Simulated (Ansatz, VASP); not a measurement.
**Al4Cu in VASP and in Ansatz**

```
Al Cu
1.0
    -3.09851    3.09851    1.95967
     3.09851   -3.09851    1.95967
     3.09851    3.09851   -1.95967
Al Cu
4 1
Direct
  0.60000 0.80000 0.40000
  0.20000 0.60000 0.80000
  0.80000 0.40000 0.20000
  0.40000 0.20000 0.60000
  0.00000 0.00000 0.00000
```

Alike in both runs: task relaxation of cell and atoms; functional PBE; k mesh 12 × 12 × 12; occupations gaussian, width 0.1 eV; no spin polarisation.

```csv
,VASP,Ansatz
version,VASP 6.6.1,Ansatz 0.2.0
potentials or method,"VASP PAW PBE potentials, release 64 (Al, Cu), cutoff 600 eV","scalar-relativistic, plane waves, PAW"
valence electrons in the cell,23,31
```

|  | VASP | Ansatz | Ansatz less VASP |
| --- | --- | --- | --- |
| gap on the k mesh at the Fermi level, each at its own relaxed structure (eV) | none | none | - |
| relaxed volume (Å³/atom) | 15.46 | 15.44 | -0.023 |
| relaxed length of the cell vector where the two differ most in proportion (Å) | 4.833 | 4.830 | -0.0028 |

A gap of «none» marks a metal or a gap that the smearing closes. VASP's potentials hold 23 valence electrons a cell and Ansatz's 31, so a difference there can come from the potentials and not from the codes.
